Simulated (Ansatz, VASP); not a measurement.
**Two plane-wave programs on Cu**

```
Cu
1.0
    -1.40672    1.40672    1.37608
     1.40672   -1.40672    1.37608
     1.40672    1.40672   -1.37608
Cu
1
Direct
  0.00000 0.00000 0.00000
```

Change from the starting cell: strain -0.025 along x and y, +0.000 along z, atoms carried along.

Alike in both runs: task single point; functional PBEsol; k mesh 24 × 24 × 24; occupations gaussian, width 0.15 eV; no spin polarisation.

```csv
,VASP,Ansatz
version,VASP 6.6.1,Ansatz 0.2.0
potentials or method,"VASP PAW PBE potentials, release 64 (Cu), cutoff 520 eV","scalar-relativistic, plane waves, PAW"
valence electrons in the cell,11,19
```

|  | VASP | Ansatz | Ansatz less VASP |
| --- | --- | --- | --- |
| gap on the k mesh at the Fermi level (eV) | none | none | - |
| pressure (GPa) | 8.4 | 7.6 | -0.76 |

VASP's potentials were made for PBE, not for PBEsol. A gap of «none» marks a metal or a gap that the smearing closes. VASP's potentials hold 11 valence electrons a cell and Ansatz's 19, so a difference there can come from the potentials and not from the codes.
